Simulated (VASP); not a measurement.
Input of a VASP 6.6.1 run:

File INCAR:

```
  ALGO = Normal
  EDIFF = 1E-7
  EDIFFG = -0.005
  ENCUT = 600
  GGA = PE
  IBRION = 2
  ISIF = 3
  ISMEAR = -1
  ISPIN = 2
  LASPH = True
  LCHARG = False
  LMAXMIX = 4
  LORBIT = 11
  LREAL = False
  LWAVE = False
  MAGMOM = 2.5 0
  NELM = 150
  NSW = 60
  PREC = Accurate
  PSTRESS = -19.0
  SIGMA = 0.05
```

Contents of KPOINTS:

```
k-points
0
Gamma
  14 14 14
```

POSCAR

```
FeGe
1.0
    0.0000000000      2.4915895796      2.4915895796
    2.4915895796      0.0000000000      2.4915895796
    2.4915895796      2.4915895796      0.0000000000
Fe Ge
1 1
Direct
    0.0000000000      0.0000000000      0.0000000000
    0.5000000000      0.5000000000      0.5000000000
```

Potentials or basis: VASP PAW PBE potentials, release 64 (Fe, Ge_d).

Run with:

```bash
$ cat potpaw_PBE.64/Fe/POTCAR potpaw_PBE.64/Ge_d/POTCAR > POTCAR
$ mpirun -np 1 vasp_std > vasp.out
```

(1) Estimate the space group after relaxing (to 0.1 Å).

(2) What does it give for the relaxed cell?

(3) What does it give for the site moments?

## Answers

(1) Fm-3m (No. 225).

(2) a = 3.521 Å, b = 3.521 Å, c = 3.521 Å, α = 60.00°, β = 60.00°, γ = 60.00°.

(3) Fe +2.27; Ge -0.09 μB.
